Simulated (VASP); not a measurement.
# CaH (Fm-3m) in VASP: notebook

Runs on CaH. Level: PBE. Tasks: single point, relaxation of cell and atoms.

All numbers are computed with VASP 6.6.1; they aren't measurements. Logs are shortened: lines on timing, memory, paths and dates and some standing lists are left out, and cuts for length are marked.

## 1. The cell of the first run

Symmetry: Fm-3m, No. 225, cubic system. The conventional cell has a = 5.146 Å, b = 5.146 Å, c = 5.146 Å, α = 90.00°, β = 90.00°, γ = 90.00°. Ca (site symmetry m-3m) has 6 H at 2.57 Å within 3.4 Å. Within 3.4 Å of H (site symmetry m-3m) lie 6 Ca at 2.57 Å.

## 2. Single point, PBE

Input file INCAR:

```
  PREC = Accurate
  ENCUT = 520
  EDIFF = 1E-7
  ISMEAR = 0
  SIGMA = 0.1
  LREAL = False
  LASPH = True
  NELM = 100
  ALGO = Normal
  ISIF = 2
  LWAVE = False
  LCHARG = False
  GGA = PE
  NBANDS = 12
```

Input file KPOINTS:

```
regular mesh
0
Gamma
  18 18 18
```

Input file POSCAR:

```
CaH
1.0
    1.8192399534      1.0503386768      2.9709122198
   -1.8192399534      1.0503386768      2.9709122198
    0.0000000000     -2.1006773536      2.9709122198
Ca H
1 1
Direct
    0.5000000000      0.5000000000      0.5000000000
    0.0000000000      0.0000000000      0.0000000000
```

Potentials or basis: VASP PAW PBE potentials, release 64 (Ca_sv, H).

Launch:

```sh
cat potpaw_PBE.64/Ca_sv/POTCAR potpaw_PBE.64/H/POTCAR > POTCAR
mpirun -np 1 vasp_std > vasp.out
```

OUTCAR:

```text
PREC = Accurate
   ENCUT = 520
   EDIFF = 1E-7
   ISMEAR = 0
   LREAL = False
   LASPH = True
   NELM = 100
   ISIF = 2
   GGA = PE

 ion  position               nearest neighbor table
   1  0.500  0.500  0.500-
   2  0.000  0.000  0.000-

  LATTYP: Found a trigonal (rhomboedric) cell.
 ALAT       =     3.6385663058
 COS(alpha) =     0.5000237451

  Lattice vectors:

 A1 = (   1.8192399534,   1.0503386768,   2.9709122198)
 A2 = (  -1.8192399534,   1.0503386768,   2.9709122198)
 A3 = (   0.0000000000,  -2.1006773536,   2.9709122198)

Analysis of symmetry for initial positions (statically):
=====================================================================
 Subroutine PRICEL returns:
 Original cell was already a primitive cell.

 Routine SETGRP: Setting up the symmetry group for a
 trigonal (rhombohedral) supercell.

 Subroutine GETGRP returns: Found 12 space group operations
 (whereof 12 operations were pure point group operations)
 out of a pool of 12 trial point group operations.

The static configuration has the point symmetry D_3d.

Analysis of symmetry for dynamics (positions and initial velocities):
=====================================================================
 Subroutine PRICEL returns:
 Original cell was already a primitive cell.

 Routine SETGRP: Setting up the symmetry group for a
 trigonal (rhombohedral) supercell.

 Subroutine GETGRP returns: Found 12 space group operations
 (whereof 12 operations were pure point group operations)
 out of a pool of 12 trial point group operations.

The dynamic configuration has the point symmetry D_3d.

 Subroutine INISYM returns: Found 12 space group operations
 (whereof 12 operations are pure point group operations),
 and found     1 'primitive' translations

----------------------------------------------------------------------------------------

                                     Primitive cell

  volume of cell :      34.0612

  direct lattice vectors                    reciprocal lattice vectors
     1.819239953  1.050338677  2.970912220     0.274840050  0.158678977  0.112198984
    -1.819239953  1.050338677  2.970912220    -0.274840050  0.158678977  0.112198984
     0.000000000 -2.100677354  2.970912220     0.000000000 -0.317357954  0.112198984

  length of vectors
     3.638566306  3.638566306  3.638566306     0.336607610  0.336607610  0.336607610

  position of ions in fractional coordinates (direct lattice)
     0.500000000  0.500000000  0.500000000
     0.000000000  0.000000000  0.000000000

  ion indices of the primitive-cell ions
   primitive index   ion index
                 1           1
                 2           2

----------------------------------------------------------------------------------------

 KPOINTS: regular mesh

Automatic generation of k-mesh.
 Grid dimensions read from file:
 generate k-points for:   18   18   18

 Generating k-lattice:

  Cartesian coordinates                     Fractional coordinates (reciprocal lattice)
     0.015268892  0.008815499  0.006233277     0.055555556  0.000000000  0.000000000
    -0.015268892  0.008815499  0.006233277     0.000000000  0.055555556  0.000000000
     0.000000000 -0.017630997  0.006233277     0.000000000  0.000000000  0.055555556

  Length of vectors
     0.018700423  0.018700423  0.018700423

  Shift w.r.t. Gamma in fractional coordinates (k-lattice)
     0.000000000  0.000000000  0.000000000

 Subroutine IBZKPT returns following result:
 ===========================================

 Found    580 irreducible k-points:

 Following reciprocal coordinates:
            Coordinates               Weight
  0.000000  0.000000  0.000000      1.000000
  0.055556 -0.000000 -0.000000      6.000000
  0.111111 -0.000000 -0.000000      6.000000
  0.166667  0.000000 -0.000000      6.000000
  0.222222 -0.000000 -0.000000      6.000000
  0.277778 -0.000000 -0.000000      6.000000
[... 16 lines left out ...]
 -0.277778  0.055556  0.000000     12.000000
 -0.222222  0.055556  0.000000     12.000000
 [... further k-points ...]
   k-points           NKPTS =    580   k-points in BZ     NKDIM =    580   number of bands    NBANDS=     12
   number of dos      NEDOS =    301   number of ions     NIONS =      2
   total plane-waves  NPLWV =  21952
   dimension x,y,z NGX =    28 NGY =   28 NGZ =   28
   dimension x,y,z NGXF=    56 NGYF=   56 NGZF=   56
   ions per type =               1   1
   NGX,Y,Z   is equivalent  to a cutoff of  12.79, 12.79, 12.79 a.u.
   NGXF,Y,Z  is equivalent  to a cutoff of  25.59, 25.59, 25.59 a.u.
 SYSTEM =  unknown system
   PREC   = accura    normal or accurate (medium, high low for compatibility)
   ISTART =      0    job   : 0-new  1-cont  2-samecut
   ICHARG =      2    charge: 1-file 2-atom 10-const
   ISPIN  =      1    spin polarized calculation?
   LNONCOLLINEAR =      F non collinear calculations
   LSORBIT =      F    spin-orbit coupling
   LASPH  =      T    aspherical Exc in radial PAW
   ENCUT  =  520.0 eV  38.22 Ry    6.18 a.u.   6.77  6.77  6.77*2*pi/ulx,y,z
   NELM   =    100;   NELMIN=  2; NELMDL= -5     # of ELM steps
   EDIFF  = 0.1E-06   stopping-criterion for ELM
   LREAL  =      F    real-space projection
   EDIFFG = 0.1E-05   stopping-criterion for IOM
   NSW    =      0    number of steps for IOM
   IBRION =     -1    ionic relax: 0-MD 1-quasi-New 2-CG
   NFREE  =      0    steps in history (QN), initial steepest desc. (CG)
   ISIF   =      2    stress and relaxation
   ISYM   =      2    0-nonsym 1-usesym 2-fastsym
   POTIM  = 0.5000    time-step for ionic-motion
   TEBEG  =    0.0;   TEEND  =   0.0 temperature during run
   PSTRESS=    0.0 pullay stress
   NELECT =      11.0000    total number of electrons
   NUPDOWN=      -1.0000    fix difference up-down
   EMIN   =  10.00;   EMAX   =-10.00  energy-range for DOS
   EFERMI =   0.00;   METHOD = LEGACY
   ISMEAR =     0;   SIGMA  =   0.10  broadening in eV -4-tet -1-fermi 0-gaus
   EFERMI_NEDOS =   21; number of points for ismear=-14 and -15
   IALGO  =     38    algorithm
   IMIX   =      4    mixing-type and parameters
     AMIX     =   0.40;   BMIX     =  1.00
     AMIX_MAG =   1.60;   BMIX_MAG =  1.00
  volume/ion in A,a.u.               =      17.03       114.93
  Fermi-wavevector in a.u.,A,eV,Ry     =   1.123187  2.122517 17.164431  1.261550
  Thomas-Fermi vector in A             =   2.259852
   LORBIT       =      0    0 simple, 1 ext, 2 COOP (PROOUT), +10 PAW based schemes
   GGA     = PE    functional components
   LHFCALC =     F    Hartree Fock is set to
   AEXX    =    0.0000 exact exchange contribution
   IVDW    =     0    specifies the selected vdW correction
   LEPSILON=     F    determine dielectric tensor
   LRPA    =     F    only Hartree local field effects (RPA)
 non-spin polarized calculation
 Gauss-broadening in eV      SIGMA  =   0.10
  energy-cutoff  :      520.00
  volume of cell :       34.06
 maximum number of plane-waves:       941
   NGX = 13   NGY = 13   NGZ = 13

 number of electron      11.0000001 magnetization

 Free energy of the ion-electron system (eV)
  ---------------------------------------------------
  ext. energy  EPLUGINS =         0.00000000
  ---------------------------------------------------
  free energy    TOTEN  =        -5.67706406 eV

  energy without entropy =       -5.67034607  energy(sigma->0) =       -5.67370506

 E-fermi :   3.6067     XC(G=0):  -8.8852

 val. band max:        3.5975770327   @ k =  -0.2778   0.4444   0.1111
 cond. band min:       3.6194603335   @ k =  -0.3333   0.3889   0.2222
 fundamental gap:      0.0218833008
 Fermi energy:         3.6067387050

 k-point     1 :       0.0000    0.0000    0.0000
  band No.  band energies     occupation
      1     -38.0186      2.00000
      2     -18.9043      2.00000
      3     -18.9043      2.00000
      4     -18.9043      2.00000
      5      -3.4711      2.00000
      6       5.9786      0.00000
      7       5.9789      0.00000
      8       5.9789      0.00000
      9       7.3580      0.00000
     10       7.3580      0.00000
     11       8.7950      0.00000
     12      13.3937      0.00000

 k-point     2 :       0.0556   -0.0000   -0.0000
  band No.  band energies     occupation
      1     -38.0175      2.00000
      2     -18.9144      2.00000
      3     -18.9055      2.00000
      4     -18.9055      2.00000
      5      -3.4162      2.00000
      6       5.8952      0.00000
      7       6.0044      0.00000
      8       6.0047      0.00000
      9       7.3208      0.00000
     10       7.3208      0.00000
     11       8.6506      0.00000
     12      13.5021      0.00000

 k-point     3 :       0.1111   -0.0000   -0.0000
  band No.  band energies     occupation
      1     -38.0142      2.00000
      2     -18.9432      2.00000
      3     -18.9089      2.00000
      4     -18.9089      2.00000
      5      -3.2545      2.00000
      6       5.6387      0.00000
      7       6.0678      0.00000
      8       6.0681      0.00000
      9       7.2346      0.00000
     10       7.2346      0.00000
     11       8.3230      0.00000
     12      13.7694      0.00000
[... 286 lines left out ...]
 k-point    23 :      -0.2778    0.0556    0.0000
  band No.  band energies     occupation
      1     -37.9934      2.00000
      2     -19.1136      2.00000
      3     -18.9400      2.00000
      4     -18.9264      2.00000
      5      -2.0533      2.00000
      6       3.7482      0.04537
      7       5.7340      0.00000
      8       5.9745      0.00000
      9       7.3160      0.00000
     10       7.7386      0.00000
     11       8.0193      0.00000
     12      12.5603      0.00000

 k-point    24 :      -0.2222    0.0556    0.0000
  band No.  band energies     occupation
      1     -37.9999      2.00000
      2     -19.0600      2.00000
      3     -18.9330      2.00000
      4     -18.9195      2.00000
      5      -2.4785      2.00000
      6       4.4224      0.00000
      7       5.8392      0.00000
      8       6.1268      0.00000
      9       7.0564      0.00000
     10       7.5086      0.00000
     11       7.9688      0.00000
     12      13.3704      0.00000

 [... further k-points ...]
[... 5 lines left out ...]
  --------------------------------------------------------------------------------------
  -------------------------------------------------------------------------------------
  Total        0.0020951      0.0020951      0.0016495      0.0000000      0.0000000      0.0000000
  in kB        0.0985484      0.0985484      0.0775883      0.0000000      0.0000000      0.0000000
  external PRESSURE =       0.0915617 kB  Pullay stress =       0.0000000 kB

 VOLUME and BASIS-vectors are now :
 -----------------------------------------------------------------------------
  energy-cutoff  :      520.00
  volume of cell :       34.06
      direct lattice vectors                 reciprocal lattice vectors
     1.819239953  1.050338677  2.970912220     0.274840050  0.158678977  0.112198984
    -1.819239953  1.050338677  2.970912220    -0.274840050  0.158678977  0.112198984
     0.000000000 -2.100677354  2.970912220     0.000000000 -0.317357954  0.112198984

 POSITION                                       TOTAL-FORCE (eV/Angst)
 -----------------------------------------------------------------------------------
      0.00000      0.00000      4.45637         0.000000      0.000000     -0.000000
      0.00000      0.00000      0.00000         0.000000     -0.000000      0.000000
 -----------------------------------------------------------------------------------
    total drift:                               -0.000000     -0.000000      0.000000

  FREE ENERGIE OF THE ION-ELECTRON SYSTEM (eV)
  ---------------------------------------------------
  free  energy   TOTEN  =        -5.6770640596 eV

  energy  without entropy=       -5.6703460703  energy(sigma->0) =       -5.67370506
```

Wall time 80 s (1 thread of Intel Xeon 6975P-C (Granite Rapids), shared host); peak memory 0.36 GiB.

What came out:

- Free energy: -5.6771 eV
- Pressure: 0.0 GPa

## 3. Relaxation of cell and atoms, PBE

Input file INCAR:

```
SYSTEM = CaH
PREC = Accurate
ENCUT = 600
EDIFF = 1E-7
ISMEAR = 0
SIGMA = 0.1
LREAL = .FALSE.
LASPH = .TRUE.
NELM = 100
ALGO = Normal
ISIF = 3
LWAVE = .FALSE.
LCHARG = .FALSE.
GGA = PE
IBRION = 2
NSW = 100
EDIFFG = -0.01
```

Input file KPOINTS:

```
regular mesh
0
G
  18 18 18
  0 0 0
```

POSCAR is that of step 2.

Potentials or basis: VASP PAW PBE potentials, release 64 (Ca_sv, H).

Launch:

```sh
cat potpaw_PBE.64/Ca_sv/POTCAR potpaw_PBE.64/H/POTCAR > POTCAR
mpirun -np 1 vasp_std > vasp.out
```

It took 1.7 min on 1 thread of Intel Xeon 6975P-C (Granite Rapids), shared host; peak memory 0.39 GiB.

It converged, with:

```yaml
Free_energy: -5.6774 eV
Pressure_after_relaxing: 0.1 GPa
```

Final structure:
```
CELL_PARAMETERS angstrom
1.81924 1.05034 2.97091
-1.81924 1.05034 2.97091
0.00000 -2.10068 2.97091
ATOMIC_POSITIONS crystal
Ca 0.50000 0.50000 0.50000
H 0.00000 0.00000 0.00000
```

Levels at points of the mesh, in eV from the Fermi level:
```
           k point  band 2  band 3  band 4  band 5  band 6  band 7  band 8  band 9
(0.00, 0.00, 0.00)  -22.51  -22.51  -22.51   -7.08    2.37    2.37    2.37    3.75
(0.50, 0.00, 0.00)  -22.83  -22.55  -22.55   -4.39   -1.62    1.99    1.99    4.67
(0.50, 0.50, 0.00)  -22.80  -22.62  -22.62   -4.96    0.13    0.81    4.66    4.96
(0.50, 0.50, 0.50)  -22.83  -22.55  -22.55   -4.39   -1.62    1.99    1.99    4.67
```

Caveat: the relaxation stopped at its first step, so nothing moved.
